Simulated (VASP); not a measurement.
Input of a VASP 6.6.1 run:

File INCAR:

```
SYSTEM = RuC4
PREC     = Accurate       ! precision mode
ENCUT    = 520            ! plane-wave cutoff, eV
EDIFF    = 1E-7           ! SCF threshold, eV
ISMEAR   = 0              ! smearing method
SIGMA    = 0.1            ! smearing width, eV
LREAL    = .FALSE.        ! projectors in reciprocal space
LASPH    = .TRUE.         ! aspherical terms in the spheres
NELM     = 80             ! most SCF steps
ALGO     = Normal         ! electronic algorithm
ISIF     = 2              ! what is computed and relaxed
LWAVE    = .FALSE.        ! write WAVECAR
LCHARG   = .FALSE.        ! write CHGCAR
GGA      = PE             ! functional
NBANDS   = 23             ! bands
```

The input KPOINTS:

```
regular mesh
0
G
  18 18 6
  0 0 0
```

File POSCAR:

```
RuC4
1.0
    2.7052276475      0.0000000000      0.0000000000
   -1.3526138238      2.3427958658      0.0000000000
    0.0000000000      0.0000000000      6.1957757566
Ru C
1 4
Direct
    0.0000000000      0.0000000000      0.0000000000
    0.3333333333      0.6666666667      0.7806691076
    0.3333333333      0.6666666667      0.5432989371
    0.6666666667      0.3333333333      0.2193308924
    0.6666666667      0.3333333333      0.4567010629
```

Potentials or basis: VASP PAW PBE potentials, release 64 (Ru_pv, C).

The run is started by

```bash
$ cat potpaw_PBE.64/Ru_pv/POTCAR potpaw_PBE.64/C/POTCAR > POTCAR
$ mpirun -np 1 vasp_std > vasp.out
```

(1) Predict the band gap on the k mesh.

(2) What does it give for the largest force?

(3) What does it give for the pressure?

Results:

(1) zero (band 15 reaches 10.92 eV, above the bottom of band 16 at 10.13 eV).

(2) 0.034 eV/Å.

(3) 0.3 GPa.
